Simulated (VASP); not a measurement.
Set up this calculation in VASP 6.6.1, as the native input.

| Quantity | Value |
| --- | --- |
| Task | relaxation of cell and atoms |
| Functional | r2SCAN |
| Potentials or basis | VASP PAW PBE potentials, release 64 (Zr_sv) |
| Cutoff | 600 eV |
| k mesh | 18 × 18 × 10 |
| Occupations | fermi-dirac, width 0.1 eV |
| Spin | no spin polarisation |
| Target pressure | 7 GPa |
| Dipole correction | no |
| Further INCAR settings | ALGO = Normal; EDIFF = 1e-06; IBRION = 2; EDIFFG = -0.002; NSW = 100; ISIF = 3 |

Zr:

```
CELL_PARAMETERS angstrom
3.24416 0.00000 0.00000
-1.62208 2.80953 0.00000
0.00000 0.00000 5.15972
ATOMIC_POSITIONS crystal
Zr 0.33333 0.66667 0.25000
Zr 0.66667 0.33333 0.75000
```

These files were run (other wordings do the same):

POSCAR

```
Zr
1.0
    3.2441632253      0.0000000000      0.0000000000
   -1.6220816126      2.8095277671      0.0000000000
    0.0000000000      0.0000000000      5.1597221357
Zr
2
Direct
    0.3333333333      0.6666666667      0.2500000000
    0.6666666667      0.3333333333      0.7500000000
```

INCAR.step1

```
SYSTEM = Zr
  ALGO = Normal
  EDIFF = 1E-4
  ENCUT = 600
  GGA = PE
  ISMEAR = -1
  LASPH = .True.
  LCHARG = .False.
  LREAL = .False.
  LWAVE = .True.
  NELM = 100
  PREC = Accurate
  SIGMA = 0.1
```

INCAR.step2

```
SYSTEM = Zr
  ALGO = Normal
  EDIFF = 1E-6
  EDIFFG = -0.002
  ENCUT = 600
  IBRION = 2
  ISIF = 3
  ISMEAR = -1
  ISTART = 1
  LASPH = .True.
  LCHARG = .False.
  LMIXTAU = .True.
  LREAL = .False.
  LWAVE = .False.
  METAGGA = R2SCAN
  NELM = 100
  NSW = 100
  PREC = Accurate
  PSTRESS = 70.0
  SIGMA = 0.1
```

KPOINTS

```
k-points
0
Gamma
  18 18 10
  0 0 0
```

Potentials or basis: VASP PAW PBE potentials, release 64 (Zr_sv).

Launch:

```console
$ cat potpaw_PBE.64/Zr_sv/POTCAR > POTCAR
$ cp INCAR.step1 INCAR
$ mpirun -np 1 vasp_std > vasp.out
$ cp INCAR.step2 INCAR
$ mpirun -np 1 vasp_std > vasp.out
```

It gave:

- Relaxed volume: 22.00 Å³/atom
- Relaxed cell: a = 3.169 Å, b = 3.169 Å, c = 5.058 Å, α = 90.00°, β = 90.00°, γ = 120.00°
- Space group after relaxing (to 0.1 Å): P6_3/mmc (No. 194)
- Energy change on relaxing (the run minimises the enthalpy): +31.6 meV/atom
- Ionic steps: 9
- Pressure after relaxing: 7.0 GPa
- Band gap on the k mesh: zero (bands 12 and 13 overlap by 1.37 eV)

Caveat: the cell is relaxed towards a set pressure, so the run minimises the enthalpy, not the energy; the PAW data sets were made with another functional, which shifts forces and pressure a little.

Wall time 2.3 h on 1 thread of Oxide Virtual Turin-like Processor, with other jobs on the host, peak memory 0.31 GiB.
